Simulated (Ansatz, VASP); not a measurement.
This is a calculation of NaCl for VASP 6.6.1.

INCAR

```
PREC     = Accurate       # precision mode
ENCUT    = 500            # plane-wave cutoff, eV
EDIFF    = 1E-6           # SCF threshold, eV
ISMEAR   = 0              # smearing method
SIGMA    = 0.02           # smearing width, eV
LREAL    = F              # projectors in reciprocal space
LASPH    = T              # aspherical terms in the spheres
NELM     = 120            # most SCF steps
ALGO     = Normal         # electronic algorithm
ISIF     = 2              # what is computed and relaxed
LWAVE    = F              # write WAVECAR
LCHARG   = T              # write CHGCAR
GGA      = PE             # functional
LELF     = T              # ELF
LVHAR    = T            
NBANDS   = 14             # bands
GGA_COMPAT= F
```

Contents of KPOINTS:

```
regular mesh
0
Gamma
  8 8 8
```

File POSCAR:

```
NaCl
1.0
    0.0000000000      2.7940632177      2.7940632177
    2.7940632177      0.0000000000      2.7940632177
    2.7940632177      2.7940632177      0.0000000000
Cl Na
1 1
Direct
    0.5000000000      0.5000000000      0.5000000000
    0.0000000000      0.0000000000      0.0000000000
```

Potentials or basis: VASP PAW PBE potentials, release 64 (Cl, Na_pv).

The run is started by

```console
$ cat potpaw_PBE.64/Cl/POTCAR potpaw_PBE.64/Na_pv/POTCAR > POTCAR
$ mpirun -np 1 vasp_std > vasp.out
```

Task: Set up the same calculation for Ansatz 0.2.0. Potentials there: all-electron LAPW, scalar-relativistic.

Result: As run (the cutoff follows the program's own potentials):

The input input.yaml:

```yaml
crystal:
  lattice:
    - [0.0, 2.7940632177, 2.7940632177]
    - [2.7940632177, 0.0, 2.7940632177]
    - [2.7940632177, 2.7940632177, 0.0]
  atoms:
    - { symbol: Cl, position: [0.5, 0.5, 0.5] }
    - { symbol: Na, position: [0.0, 0.0, 0.0] }
kpoints:
  mp_grid: { grid: [8, 8, 8] }
scf:
  occupations: { method: gaussian, width: 0.02 }
hamiltonian:
  xc: pbe
  pseudopotentials: { kind: all_electron, lapw: { basis_error: 0.001 } }
output:
  forces: true
  stress: true
  eigenvalues: true
```

Potentials or basis: all-electron LAPW, scalar-relativistic.

Command:

```bash
$ ansatz run input.yaml --threads 1 --pin off --max-ram 3072MiB --backend cpu --events-out ev --progress --plain --runs-dir out
```

Both were run:

|  | VASP | Ansatz | Ansatz less VASP |
| --- | --- | --- | --- |
| gap on the k mesh at the Fermi level (eV) | 5.22 | 5.22 | +0.001 |
| least direct gap on the mesh (eV) | 5.22 | 5.22 | +0.001 |
| pressure (GPa) | 1.5 | 1.6 | +0.07 |

Ansatz ran all-electron here, and VASP with PAW potentials.
